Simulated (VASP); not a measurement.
Wanted: the native input for a VASP 6.6.1 run.

```yaml
Task: single point
Functional: r2SCAN
Potentials_or_basis: VASP PAW PBE potentials, release 64 (Ti_sv, Al)
Cutoff: 520 eV
k_mesh: 18 × 18 × 14
Occupations: gaussian, width 0.1 eV
Spin: no spin polarisation
Dipole_correction: no
Further_INCAR_settings: ALGO = Normal; EDIFF = 1e-06; NBANDS = 14
```

Crystal: TiAl.

```
Ti Al
1.0
     2.93629    0.00000    0.00000
     0.00000    2.93629    0.00000
     0.00000    0.00000    3.85842
Ti Al
1 1
Cartesian
  1.4681 1.4681 1.9292
  0.0000 0.0000 0.0000
```

This cell differs from its parent crystal: biaxial strain in the a-b plane: +4.5 %, then relaxed in part.

These files were run (other wordings do the same):

POSCAR

```
TiAl
1.0
    2.9362853426      0.0000000000      0.0000000000
    0.0000000000      2.9362853426      0.0000000000
    0.0000000000      0.0000000000      3.8584185604
Ti Al
1 1
Direct
    0.5000000000      0.5000000000      0.5000000000
    0.0000000000      0.0000000000      0.0000000000
```

INCAR.step1

```
PREC = Accurate
ENCUT = 520
ISMEAR = 0
SIGMA = 0.1
LREAL = F
LASPH = T
NELM = 80
NBANDS = 14
GGA = PE
ALGO = Normal
EDIFF = 1E-4
LWAVE = T
LCHARG = F
```

INCAR.step2

```
PREC = Accurate
ENCUT = 520
EDIFF = 1E-6
ISMEAR = 0
SIGMA = 0.1
LREAL = F
LASPH = T
NELM = 80
ALGO = Normal
ISIF = 2
LWAVE = F
LCHARG = T
METAGGA = R2SCAN
LMIXTAU = T
LELF = T
LVHAR = T
NBANDS = 14
ISTART = 1
```

KPOINTS

```
Automatic mesh
0
Gamma
  18 18 14
```

Potentials or basis: VASP PAW PBE potentials, release 64 (Ti_sv, Al).

Launch:

```console
$ cat potpaw_PBE.64/Ti_sv/POTCAR potpaw_PBE.64/Al/POTCAR > POTCAR
$ cp INCAR.step1 INCAR
$ mpirun -np 1 vasp_std > vasp.out
$ cp INCAR.step2 INCAR
$ mpirun -np 1 vasp_std > vasp.out
```

It gave:

```
Pressure               : -4.1 GPa
Band gap on the k mesh : zero (an odd number of electrons rules out a gap without spin polarisation)
```

Caveat: the cell differs from its parent crystal (biaxial strain in the a-b plane: +4.5 %, then relaxed in part); the cell stands under tension; the PAW data sets were made with another functional, which shifts forces and pressure a little.

It took 6.9 min on 1 thread of Intel(R) Xeon(R) Platinum 8259CL CPU @ 2.50GHz (Skylake/Cascade Lake), on a shared host, peak memory 0.33 GiB.
